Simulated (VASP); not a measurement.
The system is O.

```
O
1.0
     1.42335    0.82177    3.40830
    -1.42335    0.82177    3.40830
     0.00000   -1.64354    3.40830
O
2
Direct
  0.05770 0.05770 0.05770
  0.94230 0.94230 0.94230
```

Base run:

| Property | Result |
| --- | --- |
| Program | VASP 6.6.1 |
| Functional | PBE |
| Potentials or basis | VASP PAW PBE potentials, release 64 (O) |
| Cutoff | 520 eV |
| k mesh | 8 × 8 × 8 |
| Occupations | fermi-dirac, width 0.02 eV |
| Spin | no spin polarisation |

Its results: band gap on the k mesh zero (band 6 reaches 1.24 eV, above the bottom of band 7 at -0.02 eV); pressure 9.5 GPa; largest force 4.302 eV/Å.

Task: The run is repeated on the same cell with these changes: k mesh from 8 × 8 × 8 to 3 × 3 × 3. What comes out?

Result: Band gap on the k mesh zero (band 6 reaches 1.16 eV, above the bottom of band 7 at 0.11 eV); pressure 8.9 GPa; largest force 4.197 eV/Å.

Caveats: some runs use coarse meshes; the standard files for N, O and F lose accuracy on very short bonds; spin is off for a triplet molecule; forces of over 1 eV/Å act on the atoms, so gaps and moduli don't describe the material at rest.
